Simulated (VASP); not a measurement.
Input of a VASP 6.6.1 run:

The input INCAR:

```
  ALGO = Fast
  EDIFF = 1E-6
  ENCUT = 520
  GGA = PS
  ISIF = 2
  ISMEAR = 0
  LASPH = True
  LCHARG = False
  LREAL = False
  LWAVE = False
  NBANDS = 16
  NELM = 100
  PREC = Accurate
  SIGMA = 0.15
```

File KPOINTS:

```
k-points
0
Gamma
  18 18 12
```

File POSCAR:

```
Ir
1.0
    2.7513778946      0.0103176671      0.0000000000
   -1.3667535855      2.3776043186      0.0000000000
    0.0000000000      0.0000000000      4.4622900000
Ir
2
Direct
    0.6666666667      0.3333333333      0.7500000000
    0.3333333333      0.6666666667      0.2500000000
```

Potentials or basis: VASP PAW PBE potentials, release 64 (Ir).

Run with:

```sh
$ cat potpaw_PBE.64/Ir/POTCAR > POTCAR
$ mpirun -np 1 vasp_std > vasp.out
```

**Question.** What does it give for the band gap on the k mesh?

**Answer.** Zero (band 9 reaches 10.73 eV, above the bottom of band 10 at 7.49 eV).

**Question.** What does it give for the largest force?

**Answer.** 0.009 eV/Å.

Stress tensor (GPa, compression positive):
```
-11.68  -1.46   0.00
 -1.46 -11.64   0.00
  0.00   0.00 -11.90
```

Caveat: the cell differs from its parent crystal (strain +0.0075 x Voigt [0, 0, 0, 0, 0, 1]); the PAW data sets were made with another functional, which shifts forces and pressure a little; spin-orbit coupling is left out, which moves the levels of the heavy elements.
